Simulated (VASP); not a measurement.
A run of VASP 6.6.1 is set up as follows.

INCAR

```
ALGO     = Normal         # electronic algorithm
EDIFF    = 1E-7           # SCF threshold, eV
ENCUT    = 520            # plane-wave cutoff, eV
GGA      = PE             # functional
ISIF     = 2              # what is computed and relaxed
ISMEAR   = 0              # smearing method
LASPH    = T              # aspherical terms in the spheres
LCHARG   = T              # write CHGCAR
LELF     = T              # ELF
LREAL    = F              # projectors in reciprocal space
LVHAR    = T            
LWAVE    = F              # write WAVECAR
NBANDS   = 25             # bands
NELM     = 100            # most SCF steps
PREC     = Accurate       # precision mode
SIGMA    = 0.15           # smearing width, eV
```

KPOINTS

```
k-points
0
Gamma
  12 12 12
```

File POSCAR:

```
As2Se
1.0
   -3.5884908469      3.5884908469      2.5686325731
    3.5884908469     -3.5884908469      2.5686325731
    3.5884908469      3.5884908469     -2.5686325731
As Se
4 2
Direct
    0.8750000000      0.1250000000      0.7500000000
    0.3750000000      0.1250000000      0.2500000000
    0.8750000000      0.6250000000      0.7500000000
    0.8750000000      0.1250000000      0.2500000000
    0.5000000000      0.5000000000      0.0000000000
    0.2500000000      0.7500000000      0.5000000000
```

Potentials or basis: VASP PAW PBE potentials, release 64 (As, Se).

Launch:

```sh
$ cat potpaw_PBE.64/As/POTCAR potpaw_PBE.64/Se/POTCAR > POTCAR
$ mpirun -np 1 vasp_std > vasp.out
```

Question: What does it give for the band gap on the k mesh?

Answer: Zero (bands 16 and 17 overlap by 0.70 eV).

Question: Estimate the pressure.

Answer: 0.9 GPa.

Stress tensor (GPa, compression positive):
```
-0.35  0.00  0.00
 0.00 -0.35  0.00
 0.00  0.00  3.29
```
